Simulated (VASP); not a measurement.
Runs of VASP 6.6.1 on LiSe2. The structure is that of space group P-3m1 (No. 164), or close to it. The cells are those of the table. 

```tsv
task	cell	k mesh	cutoff (eV)	gap on the mesh (eV)	largest force (eV/Å)
single point	a = 3.931, b = 3.931, c = 4.153 Å, angles 90.0, 90.0, 120.0°, 3 atoms	6 × 6 × 4	520	none	0.04
relaxation of cell and atoms	relaxed from a = 3.931, b = 3.931, c = 4.153 Å, angles 90.0, 90.0, 120.0°, 3 atoms	15 × 15 × 12	600	none	0.01
single point	a = 3.736, b = 3.736, c = 6.004 Å, angles 90.0, 90.0, 120.0°, 3 atoms	6 × 6 × 4	520	none	(a)
single point	a = 4.034, b = 4.034, c = 3.956 Å, angles 90.0, 90.0, 120.0°, 3 atoms	15 × 15 × 12	520	none	-
```

Alike in all rows: level PBE+D3(BJ); potentials or basis VASP PAW PBE potentials, release 64 (Li_sv, Se); no spin polarisation; smearing gaussian 0.1 eV.

Task: Estimate the missing entries.

Result: (a) 0.22.

Caveats: some runs use coarse meshes.

A k mesh can miss the band edges, and the runs leave out spin-orbit coupling on Se.

A gap of «none» marks levels without a gap at the run's occupations.
